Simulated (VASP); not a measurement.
# CsLiCr2Te2S3 (R32) in VASP: further runs, part 2 of 2

VASP 6.6.1. The steps go on from the part before.

## Step 3: Single point, PBE, collinear spin, ferromagnetic start

This run uses another cell than the first one, of 29.18 Å³/atom.

INCAR reads:

```
PREC = Accurate
ENCUT = 520
EDIFF = 1E-6
ISMEAR = -1
SIGMA = 0.05
LREAL = F
LASPH = T
NELM = 150
ALGO = Normal
ISIF = 2
LWAVE = F
LCHARG = T
ISPIN = 2
MAGMOM = 0 0 3 3 0 0 0 0 0
LORBIT = 11
LMAXMIX = 4
GGA = PE
LELF = T
LVHAR = T
NBANDS = 47
```

KPOINTS reads:

```
regular mesh
0
Gamma
  2 2 2
```

POSCAR reads:

```
CsLiCr2Te2S3
1.0
    3.3192900000      1.9163900000      6.8798200000
   -3.3192900000      1.9163900000      6.8798200000
    0.0000000000     -3.8327900000      6.8798200000
Cs Li Cr Te S
1 1 2 2 3
Direct
    0.0000000000      0.0000000000      0.0000000000
    0.5000000000      0.5000000000      0.5000000000
    0.7984800000      0.7984800000      0.7984800000
    0.2015200000      0.2015200000      0.2015200000
    0.6799000000      0.6799000000      0.6799000000
    0.3201000000      0.3201000000      0.3201000000
    0.1362600000      0.8637400000      0.5000000000
    0.5000000000      0.1362600000      0.8637400000
    0.8637400000      0.5000000000      0.1362600000
```

Potentials or basis: VASP PAW PBE potentials, release 64 (Cs_sv, Li_sv, Cr_pv, Te, S).

Command:

```sh
> cat potpaw_PBE.64/Cs_sv/POTCAR potpaw_PBE.64/Li_sv/POTCAR potpaw_PBE.64/Cr_pv/POTCAR potpaw_PBE.64/Te/POTCAR potpaw_PBE.64/S/POTCAR > POTCAR
> mpirun -np 1 vasp_std > vasp.out
```

OUTCAR:

```text
PREC = Accurate
   ENCUT = 520
   EDIFF = 1E-6
   ISMEAR = -1
   LREAL = F
   LASPH = T
   NELM = 150
   ISIF = 2
   ISPIN = 2
   LORBIT = 11
   GGA = PE

 ion  position               nearest neighbor table
   1  0.000  0.000  0.000-
   2  0.500  0.500  0.500-   7 2.41   8 2.41   9 2.41
   3  0.798  0.798  0.798-   7 2.24   8 2.24   9 2.24   5 2.45
   4  0.202  0.202  0.202-   7 2.24   9 2.24   8 2.24   6 2.45
   5  0.680  0.680  0.680-   3 2.45
   6  0.320  0.320  0.320-   4 2.45
   7  0.136  0.864  0.500-   3 2.24   4 2.24   2 2.41
   8  0.500  0.136  0.864-   3 2.24   4 2.24   2 2.41
   9  0.864  0.500  0.136-   4 2.24   3 2.24   2 2.41

  LATTYP: Found a trigonal (rhomboedric) cell.
 ALAT       =     7.8754149077
 COS(alpha) =     0.6447177554

  Lattice vectors:

 A1 = (   3.3192900000,   1.9163900000,   6.8798200000)
 A2 = (  -3.3192900000,   1.9163900000,   6.8798200000)
 A3 = (   0.0000000000,  -3.8327900000,   6.8798200000)

Analysis of symmetry for initial positions (statically):
=====================================================================
 Subroutine PRICEL returns:
 Original cell was already a primitive cell.

 Routine SETGRP: Setting up the symmetry group for a
 trigonal (rhombohedral) supercell.

 Subroutine GETGRP returns: Found  6 space group operations
 (whereof  6 operations were pure point group operations)
 out of a pool of 12 trial point group operations.

The static configuration has the point symmetry D_3 .

Analysis of symmetry for dynamics (positions and initial velocities):
=====================================================================
 Subroutine PRICEL returns:
 Original cell was already a primitive cell.

 Routine SETGRP: Setting up the symmetry group for a
[... 360 lines left out ...]
     45       8.2732      0.00000
 Fermi energy:         2.9072846329

 spin component 2

 k-point     1 :       0.0000    0.0000    0.0000
  band No.  band energies     occupation
      1     -43.1227      1.00000
      2     -39.1670      1.00000
      3     -39.1662      1.00000
      4     -38.9661      1.00000
      5     -38.9661      1.00000
      6     -38.9626      1.00000
[... 181 lines left out ...]
     44       7.7950      0.00000
     45       8.1901      0.00000
 [bands above 45 left out]

------------------------ aborting loop because EDIFF is reached ----------------------------------------

  FORCE on cell =-STRESS in cart. coord.  units (eV):
  Direction    XX          YY          ZZ          XY          YZ          ZX
  --------------------------------------------------------------------------------------
  -------------------------------------------------------------------------------------
  Total        0.2565077      0.2565078     -0.1216494      0.0000000      0.0000001      0.0000000
  in kB        1.5651388      1.5651394     -0.7422705      0.0000000      0.0000004      0.0000000
  external PRESSURE =       0.7960026 kB  Pullay stress =       0.0000000 kB

 VOLUME and BASIS-vectors are now :
 -----------------------------------------------------------------------------
  energy-cutoff  :      520.00
  volume of cell :      262.58
      direct lattice vectors                 reciprocal lattice vectors
     3.319290000  1.916390000  6.879820000     0.150634624  0.086968924  0.048450922
    -3.319290000  1.916390000  6.879820000    -0.150634624  0.086968924  0.048450922
     0.000000000 -3.832790000  6.879820000     0.000000000 -0.173937849  0.048450796

 POSITION                                       TOTAL-FORCE (eV/Angst)
 -----------------------------------------------------------------------------------
      0.00000      0.00000      0.00000         0.000000      0.000000     -0.000000
      0.00000     -0.00001     10.31973         0.000000      0.000000     -0.000000
      0.00000     -0.00001     16.48020         0.000000      0.000000     -0.133013
      0.00000     -0.00000      4.15926         0.000000     -0.000000      0.133013
      0.00000     -0.00001     14.03277         0.000000     -0.000000      0.054242
      0.00000     -0.00000      6.60669         0.000000      0.000000     -0.054242
     -2.41472     -0.00001     10.31973         0.062620     -0.000000     -0.000000
      1.20736     -2.09121     10.31973        -0.031310      0.054230     -0.000000
      1.20736      2.09120     10.31973        -0.031310     -0.054230     -0.000000
 -----------------------------------------------------------------------------------
    total drift:                                0.000018      0.000000     -0.000000

  FREE ENERGIE OF THE ION-ELECTRON SYSTEM (eV)
  ---------------------------------------------------
  free  energy   TOTEN  =       -45.6186460575 eV

  energy  without entropy=      -45.5907071423  energy(sigma->0) =      -45.60467660

 total charge

# of ion       s       p       d       tot
------------------------------------------
    1        1.834   4.697   0.037   6.568
    2        2.015   0.044   0.000   2.059
    3        0.342   6.286   4.158  10.786
    4        0.342   6.286   4.158  10.786
    5        1.385   1.989   0.019   3.393
    6        1.385   1.989   0.019   3.393
    7        1.330   2.419   0.000   3.749
    8        1.330   2.419   0.000   3.749
    9        1.330   2.419   0.000   3.749
--------------------------------------------------
tot         11.294  28.548   8.391  48.232

 magnetization (x)

# of ion       s       p       d       tot
------------------------------------------
    1       -0.000  -0.008  -0.001  -0.010
    2        0.002   0.002   0.000   0.003
    3        0.032   0.026   2.266   2.324
    4        0.032   0.026   2.266   2.324
    5       -0.006  -0.235   0.003  -0.237
    6       -0.006  -0.235   0.003  -0.237
    7       -0.003  -0.072   0.000  -0.075
    8       -0.003  -0.072   0.000  -0.075
    9       -0.003  -0.072   0.000  -0.075
--------------------------------------------------
tot          0.042  -0.639   4.538   3.941
```

stdout:

```text
POSCAR found type information on POSCAR CsLiCrTeS
 POSCAR found :  5 types and       9 ions
 scaLAPACK will be used
 LDA part: xc-table for (Slater+PW92), standard interpolation
 POSCAR, INCAR and KPOINTS ok, starting setup
 FFT: planning ... GRIDC
 FFT: planning ... GRID_SOFT
 FFT: planning ... GRID
 WAVECAR not read
 entering main loop
```

It took 2.5 min on 1 thread of Intel Xeon 6975P-C (Granite Rapids), shared host; peak memory 0.71 GiB.

What came out:

- Free energy: -45.6186 eV
- Largest force: 0.133 eV/Å
- Band gap on the k mesh: zero (filled and empty bands overlap)
- Net moment: 4.01 μB per cell
- Site moments: Cs -0.01; Li +0.00; Cr +2.32; Te -0.24; S -0.07 μB
- Valence electrons inside the program's atomic spheres: Cs 6.57; Li 2.06; Cr 10.79; Te 3.39; S 3.75

Forces on the atoms (eV/Å):
```
Cs   0.000  0.000  0.000
Li   0.000  0.000  0.000
Cr   0.000  0.000 -0.133
Cr   0.000  0.000  0.133
Te   0.000  0.000  0.054
Te   0.000  0.000 -0.054
S    0.063  0.000  0.000
S   -0.031  0.054  0.000
S   -0.031 -0.054  0.000
```

Levels at points of the mesh, in eV from the Fermi level:
Spin up:
```csv
k point,band 33,band 34,band 35,band 36,band 37,band 38
"(0.00, 0.00, 0.00)",-0.48,-0.15,-0.15,0.09,0.34,0.34
"(0.50, 0.00, 0.00)",-0.49,-0.26,-0.17,0.43,0.80,0.80
"(0.50, 0.50, 0.00)",-0.65,-0.34,-0.03,0.13,0.44,0.45
"(0.50, 0.50, 0.50)",-1.14,-0.43,-0.21,-0.21,0.87,0.87
```
Spin down:
| k point | band 28 | band 29 | band 30 | band 31 | band 32 | band 33 | band 34 | band 35 |
| --- | --- | --- | --- | --- | --- | --- | --- | --- |
| (0.00, 0.00, 0.00) | -2.02 | -1.74 | -0.22 | -0.22 | 0.72 | 0.72 | 1.09 | 1.09 |
| (0.50, 0.00, 0.00) | -1.67 | -1.47 | -0.90 | -0.77 | 0.82 | 1.12 | 1.30 | 1.60 |
| (0.50, 0.50, 0.00) | -1.93 | -1.59 | -0.68 | -0.31 | 0.88 | 0.90 | 1.10 | 1.50 |
| (0.50, 0.50, 0.50) | -1.63 | -1.63 | -0.74 | -0.74 | 0.72 | 0.72 | 0.89 | 1.22 |

Caveat: the k points lie up to 0.57 Å⁻¹ apart; the cutoff is under 1.25 times the usual one of these potentials, so pressure, stress and relaxed cells hold a basis-set (Pulay) error; spin-orbit coupling is left out, which moves the levels of the heavy elements; only a ferromagnetic start was run, and an antiferromagnetic order may lie lower in energy. With open d or f shells a metallic result of PBE can be an artefact of self-interaction; +U or a hybrid may open a gap.
